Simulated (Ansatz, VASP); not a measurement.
# One calculation of V, two programs

The input INCAR:

```
SYSTEM = V
ALGO = Normal
EDIFF = 1E-6
ENCUT = 520
GGA = PE
ISIF = 2
ISMEAR = -1
ISPIN = 2
LASPH = .True.
LCHARG = .False.
LMAXMIX = 4
LORBIT = 11
LREAL = .False.
LWAVE = .False.
MAGMOM = 2
NBANDS = 16
NELM = 150
PREC = Accurate
SIGMA = 0.05
```

The input KPOINTS:

```
k-points
0
Gamma
  12 12 12
  0 0 0
```

The input POSCAR:

```
V
1.0
    0.0000000000      1.8950000000      1.8950000000
    1.8950000000      0.0000000000      1.8950000000
    1.8950000000      1.8950000000      0.0000000000
V
1
Direct
    0.0000000000      0.0000000000      0.0000000000
```

input.yaml

```yaml
crystal:
  lattice:
    - [0.0, 1.895, 1.895]
    - [1.895, 0.0, 1.895]
    - [1.895, 1.895, 0.0]
  atoms:
    - { symbol: V, position: [0.0, 0.0, 0.0], spin: 2.0 }
kpoints:
  mp_grid: { grid: [12, 12, 12] }
scf:
  occupations: { method: fermi_dirac, width: 0.05 }
hamiltonian:
  xc: pbe
  pseudopotentials: { kind: all_electron, lapw: { basis_error: 0.001 } }
magnetization:
  spin_polarized: true
output:
  forces: true
  stress: true
  eigenvalues: true
  populations: true
```

Alike in both runs: task single point; functional PBE; k mesh 12 × 12 × 12; occupations fermi-dirac, width 0.05 eV; collinear spin.

|  | VASP | Ansatz |
| --- | --- | --- |
| version | VASP 6.6.1 | Ansatz 0.2.0 |
| potentials or method | VASP PAW PBE potentials, release 64 (V_sv), cutoff 520 eV | all-electron LAPW, scalar-relativistic |

|  | VASP | Ansatz | Ansatz less VASP |
| --- | --- | --- | --- |
| gap on the k mesh at the Fermi level (eV) | none | none | - |
| pressure (GPa) | 4.0 | 3.8 | -0.22 |
| net moment per atom (μB) | 0.00 | 0.00 | -0.001 |

A gap of «none» marks a metal or a gap that the smearing closes. Ansatz ran all-electron here, and VASP with PAW potentials.
